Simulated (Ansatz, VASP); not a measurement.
**Two plane-wave programs on NaH**

The input POSCAR:

```
NaH
1.0
    0.0529051046      2.4504173962      2.4504173962
    2.4504173962      0.0529051046      2.4504173962
    2.4504173962      2.4504173962      0.0529051046
Na H
1 1
Direct
    0.0000000000      0.0000000000      0.0000000000
    0.5000000000      0.5000000000      0.5000000000
```

INCAR.step1

```
SYSTEM = NaH
PREC     = Accurate       ! precision mode
ENCUT    = 520            ! plane-wave cutoff, eV
ISMEAR   = 0              ! smearing method
SIGMA    = 0.01           ! smearing width, eV
LREAL    = .False.        ! projectors in reciprocal space
LASPH    = .True.         ! aspherical terms in the spheres
NELM     = 100            ! most SCF steps
NBANDS   = 11             ! bands
GGA      = PE             ! functional
ALGO     = Normal         ! electronic algorithm
EDIFF    = 1E-4           ! SCF threshold, eV
LWAVE    = .True.         ! write WAVECAR
LCHARG   = .False.        ! write CHGCAR
```

File INCAR.step2:

```
SYSTEM = NaH
PREC     = Accurate       ! precision mode
ENCUT    = 520            ! plane-wave cutoff, eV
EDIFF    = 1E-7           ! SCF threshold, eV
ISMEAR   = 0              ! smearing method
SIGMA    = 0.01           ! smearing width, eV
LREAL    = .False.        ! projectors in reciprocal space
LASPH    = .True.         ! aspherical terms in the spheres
NELM     = 100            ! most SCF steps
ALGO     = Normal         ! electronic algorithm
ISIF     = 2              ! what is computed and relaxed
LWAVE    = .False.        ! write WAVECAR
LCHARG   = .True.         ! write CHGCAR
METAGGA  = R2SCAN         ! meta-GGA
LMIXTAU  = .True.       
LELF     = .True.         ! ELF
LVHAR    = .True.       
NBANDS   = 11             ! bands
ISTART   = 1
```

Contents of KPOINTS:

```
regular mesh
0
Gamma
  10 10 10
  0 0 0
```

Input for Ansatz:

```yaml
crystal:
  lattice:
    - [0.0529051046, 2.4504173962, 2.4504173962]
    - [2.4504173962, 0.0529051046, 2.4504173962]
    - [2.4504173962, 2.4504173962, 0.0529051046]
  atoms:
    - { symbol: Na, position: [0.0, 0.0, 0.0] }
    - { symbol: H, position: [0.5, 0.5, 0.5] }
kpoints:
  mp_grid: { grid: [10, 10, 10] }
  band_path:
    path:
      - [0.0, 0.0, 0.0]
      - [0.5, 0.0, 0.5]
      - [0.625, 0.25, 0.625]
      - [0.375, 0.375, 0.75]
      - [0.5, 0.5, 0.5]
      - [0.5, 0.25, 0.75]
      - [0.239583, -0.5, -0.239583]
    npoints: 1
hamiltonian:
  xc: r2scan
scf:
  occupations: { method: fixed }
  n_extra_bands: 4
output:
  forces: true
  stress: true
  eigenvalues: true
```

Change from the starting cell: shear_111 strain +3.3%.

Alike in both runs: task single point; functional r2SCAN; k mesh 10 × 10 × 10; no spin polarisation.

|  | VASP | Ansatz |
| --- | --- | --- |
| version | VASP 6.6.1 | Ansatz 0.2.0 |
| potentials or method | VASP PAW PBE potentials, release 64 (Na_pv, H) | plane waves, PAW |
| plane-wave cutoff (eV) | 520 | 500 |
| occupations | gaussian, width 0.01 eV | fixed |
| valence electrons in the cell | 8 | 10 |

```csv
,VASP,Ansatz,Ansatz less VASP
gap on the k mesh at the Fermi level (eV),4.17,4.16,-0.012
pressure (GPa),-1.0,-0.8,+0.25
"traceless stress, the component that is largest in VASP (GPa)",-0.53,-0.54,-0.006
```

VASP's potentials were made for PBE, not for r2SCAN. VASP's potentials hold 8 valence electrons a cell and Ansatz's 10, so a difference there can come from the potentials and not from the codes.
